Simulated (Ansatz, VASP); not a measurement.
## NiO: VASP beside Ansatz

File INCAR:

```
SYSTEM = NiO
  PREC = Accurate
  ENCUT = 520
  EDIFF = 1E-6
  ISMEAR = 0
  SIGMA = 0.05
  LREAL = .False.
  LASPH = .True.
  NELM = 150
  ALGO = Normal
  ISIF = 2
  LWAVE = .False.
  LCHARG = .False.
  ISPIN = 2
  MAGMOM = 1.86 -1.86 0 0
  LORBIT = 11
  LMAXMIX = 4
  LDAU = .True.
  LDAUTYPE = 2
  LDAUL = 2 -1
  LDAUU = 7 0
  LDAUJ = 0 0
  LDAUPRINT = 1
  GGA = PE
  NBANDS = 28
```

KPOINTS

```
regular mesh
0
Gamma
  8 8 8
  0 0 0
```

Contents of POSCAR:

```
NiO
1.0
    0.0000000000      2.0913095100      2.0913095100
    2.0913095100      0.0000000000      2.0913095100
    4.1826190200      4.1826190200      0.0000000000
Ni O
2 2
Direct
    0.0000000000      0.0000000000      0.0000000000
    0.0000000000      0.0000000000      0.5000000000
    0.5000000000      0.5000000000      0.2500000000
    0.5000000000      0.5000000000      0.7500000000
```

Input for Ansatz:

```yaml
crystal:
  lattice:
    - [0.0, 2.09130951, 2.09130951]
    - [2.09130951, 0.0, 2.09130951]
    - [4.18261902, 4.18261902, 0.0]
  atoms:
    - { symbol: Ni, position: [0.0, 0.0, 0.0], spin: 2.0 }
    - { symbol: O, position: [0.5, 0.5, 0.25] }
    - { symbol: Ni, position: [0.0, 0.0, 0.5], spin: -2.0 }
    - { symbol: O, position: [0.5, 0.5, 0.75] }
basis:
  ecutwfc: 420
  ecutrho_ratio: 4
kpoints:
  mp_grid: { grid: [8, 8, 8] }
hamiltonian:
  xc: pbe
  hubbard:
    sites:
      - { site: 0, l: d, u_eff: 7.0, starting_ns: [{ spin: up, occupation_matrix: s0up }, { spin: down, occupation_matrix: s0down }] }
      - { site: 2, l: d, u_eff: 7.0, starting_ns: [{ spin: up, occupation_matrix: s2up }, { spin: down, occupation_matrix: s2down }] }
    occupation_matrices:
      s0up:
        matrix:
          - [0.97, 0.0, 0.0, 0.0, 0.0]
          - [0.0, 0.97, 0.0, 0.0, 0.0]
          - [0.0, 0.0, 0.97, 0.0, 0.0]
          - [0.0, 0.0, 0.0, 0.97, 0.0]
          - [0.0, 0.0, 0.0, 0.0, 0.97]
      s0down:
        matrix:
          - [0.02, 0.0, 0.0, 0.0, 0.0]
          - [0.0, 0.97, 0.0, 0.0, 0.0]
          - [0.0, 0.0, 0.97, 0.0, 0.0]
          - [0.0, 0.0, 0.0, 0.02, 0.0]
          - [0.0, 0.0, 0.0, 0.0, 0.97]
      s2up:
        matrix:
          - [0.02, 0.0, 0.0, 0.0, 0.0]
          - [0.0, 0.97, 0.0, 0.0, 0.0]
          - [0.0, 0.0, 0.97, 0.0, 0.0]
          - [0.0, 0.0, 0.0, 0.02, 0.0]
          - [0.0, 0.0, 0.0, 0.0, 0.97]
      s2down:
        matrix:
          - [0.97, 0.0, 0.0, 0.0, 0.0]
          - [0.0, 0.97, 0.0, 0.0, 0.0]
          - [0.0, 0.0, 0.97, 0.0, 0.0]
          - [0.0, 0.0, 0.0, 0.97, 0.0]
          - [0.0, 0.0, 0.0, 0.0, 0.97]
    ns_hold: { iters: 10 }
scf:
  occupations: { method: gaussian, width: 0.05 }
  lower_state_search: "off"
  max_iter: 150
output:
  forces: true
  stress: true
  eigenvalues: true
  populations: true
  hubbard: { sites: [{ site: 0, l: d }, { site: 2, l: d }] }
  write_density: true
  write_potential: true
  elf: true
  volumetric_format: npy
magnetization:
  spin_polarized: true
```

Alike in both runs: task single point; functional PBE; k mesh 8 × 8 × 8; occupations gaussian, width 0.05 eV; collinear spin; Hubbard terms Ni d U = 7.0 eV.

```csv
,VASP,Ansatz
version,VASP 6.6.1,Ansatz 0.2.0
potentials or method,"VASP PAW PBE potentials, release 64 (Ni, O), cutoff 520 eV","scalar-relativistic, plane waves, PAW"
valence electrons in the cell,32,48
```

|  | VASP | Ansatz | Ansatz less VASP |
| --- | --- | --- | --- |
| gap on the k mesh at the Fermi level (eV) | 3.47 | 3.13 | -0.333 |
| least direct gap on the mesh (eV) | 4.15 | 3.93 | -0.224 |
| pressure (GPa) | -0.6 | 10.8 | +11.44 |
| net moment per atom (μB) | 0.00 | 0.00 | 0.000 |
| size of the moment on the site where the two differ most (μB) | 1.78 | 1.69 | -0.095 |

Site moments also hang on the region over which each program counts them. The programs project onto different local orbitals, so the same U acts differently, and such runs can settle in different states. VASP's potentials hold 32 valence electrons a cell and Ansatz's 48, so a difference there can come from the potentials and not from the codes.
